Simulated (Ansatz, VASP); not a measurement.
Two plane-wave programs on In6Te

```xyz
7
Lattice="5.9152 0.0000 0.0000 -2.9576 5.1227 0.0000 0.0000 0.0000 5.0123" Properties=species:S:1:pos:R:3 pbc="T T T"
In   -0.9867    1.7090    2.5061
In    1.9709    3.4137    2.5061
In    1.9734    0.0000    2.5061
In   -1.9709    3.4137    2.5061
In    0.9867    1.7090    2.5061
In    3.9418    0.0000    2.5061
Te    0.0000    0.0000    0.0000
```

Change from the starting cell: species swapped into the LiC6 type (P6/mmm, No. 191).

Alike in both runs: task single point; functional PBE; k mesh 3 × 3 × 4; occupations gaussian, width 0.1 eV; no spin polarisation.

|  | VASP | Ansatz |
| --- | --- | --- |
| version | VASP 6.6.1 | Ansatz 0.2.0 |
| potentials or method | VASP PAW PBE potentials, release 64 (In_d, Te), cutoff 520 eV | scalar-relativistic, plane waves, PAW |
| valence electrons in the cell | 84 | 94 |

VASP gave:

* gap on the k mesh at the Fermi level (eV): none
* rms of the force components (eV/Å): 0.206

**Question.** What did Ansatz give for the same quantities?

**Answer.** gap on the k mesh at the Fermi level (eV): none; rms of the force components (eV/Å): 0.167.

Atom by atom the forces differ by 0.039 eV/Å (rms over components). A gap of «none» marks a metal or a gap that the smearing closes. VASP's potentials hold 84 valence electrons a cell and Ansatz's 94, so a difference there can come from the potentials and not from the codes.

The k mesh is coarse, so the values compare programs but aren't converged. Spin-orbit coupling is off throughout.
